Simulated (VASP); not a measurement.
Write the native input for VASP 6.6.1 that does the following.

```
Task                   : single point
Functional             : PBEsol
Potentials or basis    : VASP PAW PBE potentials, release 64 (Ir)
Cutoff                 : 520 eV
k mesh                 : 12 × 12 × 12
Occupations            : fermi-dirac, width 0.05 eV
Spin                   : no spin polarisation
Dipole correction      : no
Further INCAR settings : ALGO = Fast; EDIFF = 1e-06; NBANDS = 10
```

The structure of Ir lies in POSCAR:

```
Ir
1.0
    0.0000000000      1.9531703226      1.9531703226
    1.9531703226      0.0000000000      1.9531703226
    1.9531703226      1.9531703226      0.0000000000
Ir
1
Direct
    0.0000000000      0.0000000000      0.0000000000
```

This cell differs from its parent crystal: volume scaled by 1.06.

The input as run:

INCAR

```
ALGO     = Fast           # electronic algorithm
EDIFF    = 1E-6           # SCF threshold, eV
ENCUT    = 520            # plane-wave cutoff, eV
GGA      = PS             # functional
ISIF     = 2              # what is computed and relaxed
ISMEAR   = -1             # smearing method
LASPH    = True           # aspherical terms in the spheres
LCHARG   = False          # write CHGCAR
LREAL    = False          # projectors in reciprocal space
LWAVE    = False          # write WAVECAR
NBANDS   = 10             # bands
NELM     = 80             # most SCF steps
PREC     = Accurate       # precision mode
SIGMA    = 0.05           # smearing width, eV
```

KPOINTS

```
k-points
0
Gamma
  12 12 12
```

Potentials or basis: VASP PAW PBE potentials, release 64 (Ir).

Run with:

```sh
$ cat potpaw_PBE.64/Ir/POTCAR > POTCAR
$ mpirun -np 1 vasp_std > vasp.out
```

It gave:

```yaml
Pressure: -19.5 GPa
```

Caveat: the PAW data sets were made with another functional, which shifts forces and pressure a little.

It took 9.3 s on 1 thread of Intel(R) Xeon(R) Platinum 8488C (Sapphire Rapids) (shared host), peak memory 0.15 GiB.
